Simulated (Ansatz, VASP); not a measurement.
## Two plane-wave programs on CdSe

```
CELL_PARAMETERS angstrom
0.00000 2.92347 2.92347
2.92347 0.00000 2.92347
2.92347 2.92347 0.00000
ATOMIC_POSITIONS crystal
Cd 0.00000 0.00000 0.00000
Se 0.75000 0.75000 0.75000
```

Alike in both runs: task single point; functional PBE; k mesh 10 × 10 × 10; occupations gaussian, width 0.05 eV; no spin polarisation.

|  | VASP | Ansatz |
| --- | --- | --- |
| version | VASP 6.6.1 | Ansatz 0.2.0 |
| potentials or method | VASP PAW PBE potentials, release 64 (Cd, Se), cutoff 520 eV | scalar-relativistic, plane waves, PAW |
| valence electrons in the cell | 18 | 36 |

Ansatz gave:

```
gap on the k mesh at the Fermi level (eV) : 0.85
least direct gap on the mesh (eV)         : 0.85
pressure (GPa)                            : 11.7
```

Problem. What did VASP give for the same quantities?

Solution. gap on the k mesh at the Fermi level (eV): 0.85; least direct gap on the mesh (eV): 0.85; pressure (GPa): 12.3.

VASP's potentials hold 18 valence electrons a cell and Ansatz's 36, so a difference there can come from the potentials and not from the codes.
